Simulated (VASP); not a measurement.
# TePb (Fm-3m) in VASP: a series of runs, part 2 of 2

VASP 6.6.1.

**5. Single point, PBE**

INCAR

```
PREC     = Accurate       # precision mode
ENCUT    = 520            # plane-wave cutoff, eV
EDIFF    = 1E-6           # SCF threshold, eV
ISMEAR   = 0              # smearing method
SIGMA    = 0.019000000000000003 # smearing width, eV
LREAL    = F              # projectors in reciprocal space
LASPH    = T              # aspherical terms in the spheres
NELM     = 100            # most SCF steps
ALGO     = Normal         # electronic algorithm
ISIF     = 2              # what is computed and relaxed
LWAVE    = F              # write WAVECAR
LCHARG   = T              # write CHGCAR
GGA      = PE             # functional
LELF     = T              # ELF
LVHAR    = T            
NBANDS   = 17             # bands
```

KPOINTS

```
Automatic mesh
0
Gamma
  7 7 7
```

POSCAR

```
TePb
1.0
    0.0000000000      3.2310000000      3.2310000000
    3.2310000000      0.0000000000      3.2310000000
    3.2310000000      3.2310000000      0.0000000000
Pb Te
1 1
Direct
    0.0000000000      0.0000000000      0.0000000000
    0.5000000000      0.5000000000      0.5000000000
```

Potentials or basis: VASP PAW PBE potentials, release 64 (Pb_d, Te).

Command:

```bash
$ cat potpaw_PBE.64/Pb_d/POTCAR potpaw_PBE.64/Te/POTCAR > POTCAR
$ mpirun -np 1 vasp_std > vasp.out
```

OUTCAR:

```text
PREC = Accurate
   ENCUT = 520
   EDIFF = 1E-6
   ISMEAR = 0
   LREAL = F
   LASPH = T
   NELM = 100
   ISIF = 2
   GGA = PE

 ion  position               nearest neighbor table
   1  0.000  0.000  0.000-   2 3.23   2 3.23   2 3.23   2 3.23   2 3.23   2 3.23
   2  0.500  0.500  0.500-   1 3.23   1 3.23   1 3.23   1 3.23   1 3.23   1 3.23

  LATTYP: Found a face centered cubic cell.
 ALAT       =     6.4620000000

  Lattice vectors:

 A1 = (   0.0000000000,   3.2310000000,   3.2310000000)
 A2 = (   3.2310000000,   0.0000000000,   3.2310000000)
 A3 = (   3.2310000000,   3.2310000000,   0.0000000000)

Analysis of symmetry for initial positions (statically):
=====================================================================
 Subroutine PRICEL returns:
 Original cell was already a primitive cell.

 Routine SETGRP: Setting up the symmetry group for a
 face centered cubic supercell.

 Subroutine GETGRP returns: Found 48 space group operations
[... 9 lines left out ...]

[... 146 lines left out ...]
  ---------------------------------------------------
  free energy    TOTEN  =        -7.50259078 eV

  energy without entropy =       -7.50259078  energy(sigma->0) =       -7.50259078

 E-fermi :   5.6764     XC(G=0):  -9.3008

 val. band max:        5.5201950545   @ k =   0.4286   0.0000   0.0000
 cond. band min:       6.5315504006   @ k =   0.4286   0.0000   0.0000
 fundamental gap:      1.0113553461
 Fermi energy:         5.6763801542

 k-point     1 :       0.0000    0.0000    0.0000
  band No.  band energies     occupation
      1     -11.0950      2.00000
      2     -11.0950      2.00000
      3     -11.0858      2.00000
      4     -11.0858      2.00000
      5     -11.0858      2.00000
      6      -6.3955      2.00000
[... 377 lines left out ...]
      4     -11.0742      2.00000
      5     -11.0613      2.00000
      6      -4.5919      2.00000
[... 9 lines left out ...]
     16      15.9317      0.00000
     17      16.4024      0.00000

------------------------ aborting loop because EDIFF is reached ----------------------------------------

  FORCE on cell =-STRESS in cart. coord.  units (eV):
  Direction    XX          YY          ZZ          XY          YZ          ZX
  --------------------------------------------------------------------------------------
  -------------------------------------------------------------------------------------
  Total        0.8636199      0.8636199      0.8636199      0.0000000      0.0000000     -0.0000000
  in kB       20.5112603     20.5112603     20.5112603      0.0000000      0.0000000     -0.0000000
  external PRESSURE =      20.5112603 kB  Pullay stress =       0.0000000 kB

 VOLUME and BASIS-vectors are now :
 -----------------------------------------------------------------------------
  energy-cutoff  :      520.00
  volume of cell :       67.46
      direct lattice vectors                 reciprocal lattice vectors
     0.000000000  3.231000000  3.231000000    -0.154750851  0.154750851  0.154750851
     3.231000000  0.000000000  3.231000000     0.154750851 -0.154750851  0.154750851
     3.231000000  3.231000000  0.000000000     0.154750851  0.154750851 -0.154750851

 POSITION                                       TOTAL-FORCE (eV/Angst)
 -----------------------------------------------------------------------------------
      0.00000      0.00000      0.00000        -0.000000     -0.000000     -0.000000
      3.23100      3.23100      3.23100         0.000000      0.000000      0.000000
 -----------------------------------------------------------------------------------
    total drift:                               -0.000000      0.000000      0.000000

  FREE ENERGIE OF THE ION-ELECTRON SYSTEM (eV)
  ---------------------------------------------------
  free  energy   TOTEN  =        -7.5025907827 eV

  energy  without entropy=       -7.5025907827  energy(sigma->0) =       -7.50259078
```

OSZICAR:

```text
N       E                     dE             d eps       ncg     rms          rms(c)
DAV:   1     0.148753604541E+03    0.14875E+03   -0.90739E+03   680   0.113E+03
DAV:   2     0.291867307657E+01   -0.14583E+03   -0.14164E+03   707   0.293E+02
DAV:   3    -0.733242470263E+01   -0.10251E+02   -0.10191E+02   875   0.832E+01
DAV:   4    -0.761080186747E+01   -0.27838E+00   -0.27819E+00   846   0.152E+01
DAV:   5    -0.762323338393E+01   -0.12432E-01   -0.12431E-01   961   0.284E+00    0.334E+00
DAV:   6    -0.750398951056E+01    0.11924E+00   -0.26213E-01   983   0.359E+00    0.207E+00
DAV:   7    -0.750079265659E+01    0.31969E-02   -0.82031E-02   818   0.138E+00    0.912E-01
DAV:   8    -0.750263299071E+01   -0.18403E-02   -0.93081E-03   824   0.970E-01    0.150E-01
DAV:   9    -0.750256298141E+01    0.70009E-04   -0.12406E-03  1035   0.371E-01    0.642E-02
DAV:  10    -0.750258460573E+01   -0.21624E-04   -0.15864E-04   838   0.979E-02    0.212E-02
DAV:  11    -0.750259101406E+01   -0.64083E-05   -0.46197E-05   884   0.548E-02    0.200E-02
DAV:  12    -0.750259078271E+01    0.23135E-06   -0.28751E-06   757   0.997E-03
   1 F= -.75025908E+01 E0= -.75025908E+01  d E =-.112584E-32
```

It took 24 s on 1 thread of Intel Xeon Platinum 8259CL at 2.50GHz (Skylake/Cascade Lake), shared host; peak memory 0.2 GiB.

Results:

* Free energy: -7.5026 eV
* Pressure: 2.1 GPa

Caveat: this odd mesh misses L, where the gap lies, so gap, dielectric constants and Born charges aren't listed; spin-orbit coupling is left out, which moves the levels of the heavy elements.

**6. Relaxation of cell and atoms, LDA**

INCAR

```
  PREC = Accurate
  ENCUT = 600
  EDIFF = 1E-6
  ISMEAR = -1
  SIGMA = 0.05
  LREAL = False
  LASPH = True
  NELM = 100
  ALGO = Normal
  ISIF = 3
  LWAVE = False
  LCHARG = False
  GGA = CA
  IBRION = 2
  NSW = 80
  EDIFFG = -0.01
```

KPOINTS

```
regular mesh
0
Gamma
  7 7 7
```

POSCAR is that of step 5.

Potentials or basis: VASP PAW LDA potentials, release 64 (Pb_d, Te).

Command:

```bash
$ cat potpaw_LDA.64/Pb_d/POTCAR potpaw_LDA.64/Te/POTCAR > POTCAR
$ mpirun -np 1 vasp_std > vasp.out
```

It took 46 s on 1 thread of Intel Xeon Platinum 8259CL at 2.50GHz (Skylake/Cascade Lake), shared host; peak memory 0.2 GiB.

The run converged. Its results:

```
Free energy                            : -8.7772 eV
Relaxed volume                         : 32.52 Å³/atom
Relaxed cell                           : a = 4.514 Å, b = 4.514 Å, c = 4.514 Å, α = 60.00°, β = 60.00°, γ = 60.00°
Space group after relaxing (to 0.05 Å) : Fm-3m (No. 225)
Energy gained by relaxing              : 6.4 meV/atom
Ionic steps                            : 3
Pressure after relaxing                : 0.0 GPa
```

Step by step:
```tsv
step	energy change (eV)	largest force (eV/Å)	pressure (GPa)	volume (Å³)
1	0.0000	0.0000	-1.65	67.46
2	-0.0108	0.0000	0.72	64.13
3	-0.0128	0.0000	-0.01	65.05
```

Final structure:
```yaml
crystal:
  lattice:
    - [0.00000, 3.19201, 3.19201]
    - [3.19201, 0.00000, 3.19201]
    - [3.19201, 3.19201, 0.00000]
  atoms:
    - { symbol: Pb, position: [0.00000, 0.00000, 0.00000] }
    - { symbol: Te, position: [0.50000, 0.50000, 0.50000] }
```

Levels at points of the mesh, in eV from the Fermi level:
```
           k point  band 8  band 9  band 10  band 11  band 12  band 13
(0.00, 0.00, 0.00)   -1.81   -1.81    -1.81     3.70     3.70     3.70
```

Caveat: this odd mesh misses L, where the gap lies, so gap, dielectric constants and Born charges aren't listed; spin-orbit coupling is left out, which moves the levels of the heavy elements. LDA usually gives volumes a few per cent too small.

**7. Summary**

| task | level | potentials or basis | cell | k mesh | cutoff (eV) | smearing | pressure (GPa) |
| --- | --- | --- | --- | --- | --- | --- | --- |
| single point | PBE | VASP PAW PBE potentials, release 64 (Pb_d, Te) | a = 4.569 Å, angles 60.0°, 2 atoms | 5 × 5 × 5 | 520 | fermi-dirac 0.04 eV | 2.1 |
| single point | LDA | VASP PAW LDA potentials, release 64 (Pb_d, Te) | a = 4.512 Å, angles 60.0°, 2 atoms | 7 × 7 × 7 | 520 | fermi-dirac 0.05 eV | 0.0 |
| single point | PBE | VASP PAW PBE potentials, release 64 (Pb_d, Te) | a = 4.569 Å, angles 60.0°, 2 atoms | 7 × 7 × 7 | 520 | gaussian 0.03 eV | 2.1 |
| single point | PBE | VASP PAW PBE potentials, release 64 (Pb_d, Te) | a = 4.569 Å, angles 60.0°, 2 atoms | 7 × 7 × 7 | 520 | gaussian 0.019 eV | 2.1 |
| relaxation of cell and atoms | LDA | VASP PAW LDA potentials, release 64 (Pb_d, Te) | relaxed from a = 4.569 Å, angles 60.0°, 2 atoms | 7 × 7 × 7 | 600 | fermi-dirac 0.05 eV | 0.0 |

Alike in all rows: no spin polarisation.

Caveats: spin-orbit coupling is left out, which moves the levels of the heavy elements.

Absolute energies hang on the potentials; compare differences alone.
